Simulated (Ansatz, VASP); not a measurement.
# Te2Mo in VASP and in Ansatz

Contents of POSCAR:

```
Te2Mo
1.0
    3.5182000000      0.0000000000      0.0000000000
   -1.7591000000      3.0468505756      0.0000000000
    0.0000000000      0.0000000000     13.9736000000
Te Mo
4 2
Direct
    0.6666666667      0.3333333333      0.3790000000
    0.3333333333      0.6666666667      0.8790000000
    0.6666666667      0.3333333333      0.1210000000
    0.3333333333      0.6666666667      0.6210000000
    0.6666666667      0.3333333333      0.7500000000
    0.3333333333      0.6666666667      0.2500000000
```

INCAR.step1

```
ALGO = Normal
EDIFF = 1E-4
ENCUT = 520
GGA = PE
ISMEAR = -1
LASPH = True
LCHARG = False
LDAU = True
LDAUJ = 0 0
LDAUL = -1 2
LDAUTYPE = 2
LDAUU = 0 7
LMAXMIX = 4
LREAL = False
LWAVE = True
NBANDS = 35
NELM = 150
PREC = Accurate
SIGMA = 0.05
```

File INCAR.step2:

```
ALGO = Normal
EDIFF = 1E-7
ENCUT = 520
ISIF = 2
ISMEAR = -1
ISTART = 1
LASPH = True
LCHARG = False
LDAU = True
LDAUJ = 0 0
LDAUL = -1 2
LDAUPRINT = 1
LDAUTYPE = 2
LDAUU = 0 7
LMAXMIX = 4
LMIXTAU = True
LREAL = False
LWAVE = False
METAGGA = R2SCAN
NBANDS = 35
NELM = 150
PREC = Accurate
SIGMA = 0.05
```

File KPOINTS:

```
k-points
0
Gamma
  9 9 2
```

Contents of input.yaml:

```yaml
crystal:
  lattice:
    - [3.5182, 0.0, 0.0]
    - [-1.7591, 3.0468505756, 0.0]
    - [0.0, 0.0, 13.9736]
  atoms:
    - { symbol: Te, position: [0.6666666667, 0.3333333333, 0.379] }
    - { symbol: Te, position: [0.3333333333, 0.6666666667, 0.879] }
    - { symbol: Te, position: [0.6666666667, 0.3333333333, 0.121] }
    - { symbol: Te, position: [0.3333333333, 0.6666666667, 0.621] }
    - { symbol: Mo, position: [0.6666666667, 0.3333333333, 0.75] }
    - { symbol: Mo, position: [0.3333333333, 0.6666666667, 0.25] }
hamiltonian:
  xc: r2scan
  pseudopotentials: { kind: paw }
  hubbard: { sites: [{ species: Mo, l: d, u_eff: 7.0 }] }
kpoints:
  mp_grid: { grid: [9, 9, 2] }
  band_path:
    path:
      - [[0.0, 0.0, 0.0], [0.5, 0.0, 0.0], [0.3333333333, 0.3333333333, 0.0], [0.0, 0.0, 0.0], [0.0, 0.0, 0.5], [0.5, 0.0, 0.5], [0.3333333333, 0.3333333333, 0.5], [0.0, 0.0, 0.5]]
      - [[0.5, 0.0, 0.5], [0.5, 0.0, 0.0]]
      - [[0.3333333333, 0.3333333333, 0.0], [0.3333333333, 0.3333333333, 0.5]]
    npoints: 14
scf:
  occupations: { method: fermi_dirac, width: 0.05 }
  n_extra_bands: 15
output:
  forces: true
  stress: true
  eigenvalues: true
  fatbands: false
  write_density: true
  write_potential: true
  elf: true
  volumetric_format: npy
```

Alike in both runs: functional r2SCAN; k mesh 9 × 9 × 2; occupations fermi-dirac, width 0.05 eV; no spin polarisation; Hubbard terms Mo d U = 7.0 eV.

|  | VASP | Ansatz |
| --- | --- | --- |
| version | VASP 6.6.1 | Ansatz 0.2.0 |
| potentials or method | VASP PAW PBE potentials, release 64 (Te, Mo_sv) | Ansatz PAW |
| plane-wave cutoff (eV) | 520 | 500 |
| valence electrons in the cell | 52 | 92 |
| task | single point | band structure |

Ansatz gave:

* gap on the k mesh at the Fermi level (eV): 0.32
* least direct gap on the mesh (eV): 0.83
* pressure (GPa): 5.3
* traceless stress, the component that is largest in VASP (GPa): -5.00
* rms of the force components (eV/Å): 0.129

Q: What did VASP give for the same quantities?

A: gap on the k mesh at the Fermi level (eV): 0.89; least direct gap on the mesh (eV): 1.08; pressure (GPa): 5.0; traceless stress, the component that is largest in VASP (GPa): 0.13; rms of the force components (eV/Å): 0.164.

VASP's potentials were made for PBE, not for r2SCAN. The programs project onto different local orbitals, so the same U acts differently, and such runs can settle in different states. Atom by atom the forces differ by 0.293 eV/Å (rms over components). VASP's potentials hold 52 valence electrons a cell and Ansatz's 92, so a difference there can come from the potentials and not from the codes.

Neither program's run includes spin-orbit coupling.
